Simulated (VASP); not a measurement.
# Cs (Fm-3m) in VASP: settings compared, part 2 of 2

VASP 6.6.1. The steps go on from the part before.

**3. Single point, BLYP**

Input file INCAR:

```
PREC = Accurate
ENCUT = 520
EDIFF = 1E-6
ISMEAR = -1
SIGMA = 0.3
LREAL = False
LASPH = True
NELM = 60
ALGO = Normal
ISIF = 2
LWAVE = False
LCHARG = False
GGA = B5
ALDAX = 1.0
AGGAX = 1.0
AGGAC = 1.0
ALDAC = 0.0
NBANDS = 10
```

Input file KPOINTS:

```
Automatic mesh
0
Gamma
  8 8 8
```

Input file POSCAR:

```
Cs
1.0
    0.0000000000      2.9920000000      2.9920000000
    2.9920000000      0.0000000000      2.9920000000
    2.9920000000      2.9920000000      0.0000000000
Cs
1
Direct
    0.0000000000      0.0000000000      0.0000000000
```

Potentials or basis: VASP PAW PBE potentials, release 64 (Cs_sv).

Run with:

```sh
cat potpaw_PBE.64/Cs_sv/POTCAR > POTCAR
mpirun -np 1 vasp_std > vasp.out
```

OUTCAR:

```text
PREC = Accurate
   ENCUT = 520
   EDIFF = 1E-6
   ISMEAR = -1
   LREAL = False
   LASPH = True
   NELM = 60
   ISIF = 2
   GGA = B5

 ion  position               nearest neighbor table
   1  0.000  0.000  0.000-

  LATTYP: Found a face centered cubic cell.
 ALAT       =     5.9840000000

  Lattice vectors:

 A1 = (   0.0000000000,   2.9920000000,   2.9920000000)
 A2 = (   2.9920000000,   0.0000000000,   2.9920000000)
 A3 = (   2.9920000000,   2.9920000000,   0.0000000000)

Analysis of symmetry for initial positions (statically):
=====================================================================
 Subroutine PRICEL returns:
 Original cell was already a primitive cell.

 Routine SETGRP: Setting up the symmetry group for a
 face centered cubic supercell.

 Subroutine GETGRP returns: Found 48 space group operations
[... 9 lines left out ...]

 Routine SETGRP: Setting up the symmetry group for a
 face centered cubic supercell.

 Subroutine GETGRP returns: Found 48 space group operations
[... 143 lines left out ...]
  ---------------------------------------------------
  free energy    TOTEN  =        -0.07128875 eV

  energy without entropy =        0.30019991  energy(sigma->0) =        0.11445558

 E-fermi :   3.6788     XC(G=0):  -7.3032

 val. band max:        3.5998434678   @ k =   0.3750   0.2500   0.0000
 cond. band min:       3.6934316824   @ k =   0.5000   0.1250   0.0000
 fundamental gap:      0.0935882146
 Fermi energy:         3.6787941690

 k-point     1 :       0.0000    0.0000    0.0000
  band No.  band energies     occupation
      1     -20.2301      2.00000
      2      -6.4682      2.00000
      3      -6.4682      2.00000
      4      -6.4682      2.00000
      5       1.6838      1.99742
      6       6.3856      0.00024
      7       6.3856      0.00024
      8       6.3856      0.00024
      9       8.5180      0.00000
     10       8.5180      0.00000
[... 287 lines left out ...]
 k-point    24 :      -0.3750    0.2500    0.1250
  band No.  band energies     occupation
      1     -20.0413      2.00000
      2      -7.5944      2.00000
      3      -6.9909      2.00000
      4      -6.7419      2.00000
      5       4.3012      0.22317
      6       4.7319      0.05804
      7       6.1478      0.00053
      8       6.9709      0.00003
      9       9.4521      0.00000
     10      10.7593      0.00000

 [... further k-points ...]
[... 5 lines left out ...]
  --------------------------------------------------------------------------------------
  -------------------------------------------------------------------------------------
  Total        1.6651427      1.6651427      1.6651427      0.0000000      0.0000000      0.0000000
  in kB       49.8020576     49.8020576     49.8020576      0.0000000      0.0000000      0.0000000
  external PRESSURE =      49.8020576 kB  Pullay stress =       0.0000000 kB

 VOLUME and BASIS-vectors are now :
 -----------------------------------------------------------------------------
  energy-cutoff  :      520.00
  volume of cell :       53.57
      direct lattice vectors                 reciprocal lattice vectors
     0.000000000  2.992000000  2.992000000    -0.167112299  0.167112299  0.167112299
     2.992000000  0.000000000  2.992000000     0.167112299 -0.167112299  0.167112299
     2.992000000  2.992000000  0.000000000     0.167112299  0.167112299 -0.167112299

 POSITION                                       TOTAL-FORCE (eV/Angst)
 -----------------------------------------------------------------------------------
      0.00000      0.00000      0.00000         0.000000      0.000000      0.000000
 -----------------------------------------------------------------------------------
    total drift:                                0.000000     -0.000000     -0.000000

  FREE ENERGIE OF THE ION-ELECTRON SYSTEM (eV)
  ---------------------------------------------------
  free  energy   TOTEN  =        -0.0712887458 eV

  energy  without entropy=        0.3001999114  energy(sigma->0) =        0.11445558
```

stdout:

```text
POSCAR found type information on POSCAR Cs
 POSCAR found :  1 types and       1 ions
 scaLAPACK will be used
 -----------------------------------------------------------------------------
|                                                                             |
|                                                                             |
|     You enforced a specific xc type in the INCAR file but a different       |
|     I HOPE YOU KNOW WHAT YOU ARE DOING!                                     |
|                                                                             |
 -----------------------------------------------------------------------------

 LDA part: xc-table for (Slater(with rela. corr.)+VWN5), standard interpolation
 POSCAR, INCAR and KPOINTS ok, starting setup
 FFT: planning ... GRIDC
 FFT: planning ... GRID_SOFT
 FFT: planning ... GRID
 WAVECAR not read
 entering main loop
```

It took 21 s on 1 thread of Intel Xeon 6975P-C, shared host; peak memory 0.17 GiB.

What came out:

- Free energy: -0.0713 eV
- Pressure: 5.0 GPa

Levels at points of the mesh, in eV from the Fermi level:
```csv
k point,band 2,band 3,band 4,band 5,band 6,band 7,band 8,band 9
"(0.00, 0.00, 0.00)",-10.15,-10.15,-10.15,-1.99,2.71,2.71,2.71,4.84
"(0.50, 0.00, 0.00)",-11.44,-10.31,-10.31,-0.33,2.43,2.43,2.80,6.44
"(0.50, 0.50, 0.00)",-11.34,-10.60,-10.60,-0.66,0.23,4.29,6.62,7.19
```

Caveat: the PAW data sets were made with another functional, which shifts forces and pressure a little; spin-orbit coupling is left out, which moves the levels of the heavy elements.

**4. Single point, r2SCAN**

POSCAR is that of step 3.

Input file INCAR.step1:

```
SYSTEM = Cs
  PREC = Accurate
  ENCUT = 520
  ISMEAR = -1
  SIGMA = 0.3
  LREAL = .False.
  LASPH = .True.
  NELM = 100
  NBANDS = 10
  GGA = PE
  ALGO = Normal
  EDIFF = 1E-4
  LWAVE = .True.
  LCHARG = .False.
```

Input file INCAR.step2:

```
SYSTEM = Cs
  PREC = Accurate
  ENCUT = 520
  EDIFF = 1E-6
  ISMEAR = -1
  SIGMA = 0.3
  LREAL = .False.
  LASPH = .True.
  NELM = 100
  ALGO = Normal
  ISIF = 2
  LWAVE = .False.
  LCHARG = .False.
  METAGGA = R2SCAN
  LMIXTAU = .True.
  NBANDS = 10
  ISTART = 1
```

Input file KPOINTS:

```
regular mesh
0
Gamma
  8 8 8
  0 0 0
```

Run with:

```sh
cat potpaw_PBE.64/Cs_sv/POTCAR > POTCAR
cp INCAR.step1 INCAR
mpirun -np 1 vasp_std > vasp.out
cp INCAR.step2 INCAR
mpirun -np 1 vasp_std > vasp.out
```

Run time: 49 s. Hardware: 1 thread of Intel Xeon 6975P-C, shared host; peak memory 0.18 GiB.

The run converged. Its results:

* Free energy: -24.6399 eV
* Pressure: 4.0 GPa

Levels at points of the mesh, in eV from the Fermi level:
| k point | band 3 | band 4 | band 5 | band 6 | band 7 | band 8 |
| --- | --- | --- | --- | --- | --- | --- |
| (0.00, 0.00, 0.00) | -10.68 | -10.68 | -2.01 | 2.93 | 2.93 | 2.93 |
| (0.50, 0.00, 0.00) | -10.84 | -10.84 | -0.23 | 2.63 | 2.63 | 2.69 |
| (0.50, 0.50, 0.00) | -11.14 | -11.14 | -0.78 | 0.30 | 4.45 | 7.01 |

Caveat: the PAW data sets were made with another functional, which shifts forces and pressure a little; spin-orbit coupling is left out, which moves the levels of the heavy elements.

**5. Overview**

| level | gap on the mesh (eV) | pressure (GPa) |
| --- | --- | --- |
| PBEsol | none | 3.3 |
| BLYP | none | 5.0 |
| r2SCAN | none | 4.0 |

Alike in all rows: task single point; potentials or basis VASP PAW PBE potentials, release 64 (Cs_sv); no spin polarisation; cell as given; k mesh 8 × 8 × 8; cutoff (eV) 520; smearing fermi-dirac 0.3 eV.

Every run on the cell as given and a fine mesh finds a metal. The pressure there spans 3.3 GPa (PBEsol) to 5.0 GPa (BLYP); a positive pressure means that this level wants a larger cell, a negative one a smaller.

Caveats: the PAW data sets were made with another functional, which shifts forces and pressure a little; spin-orbit coupling is left out, which moves the levels of the heavy elements.

Absolute energies hang on the potentials; compare differences alone.
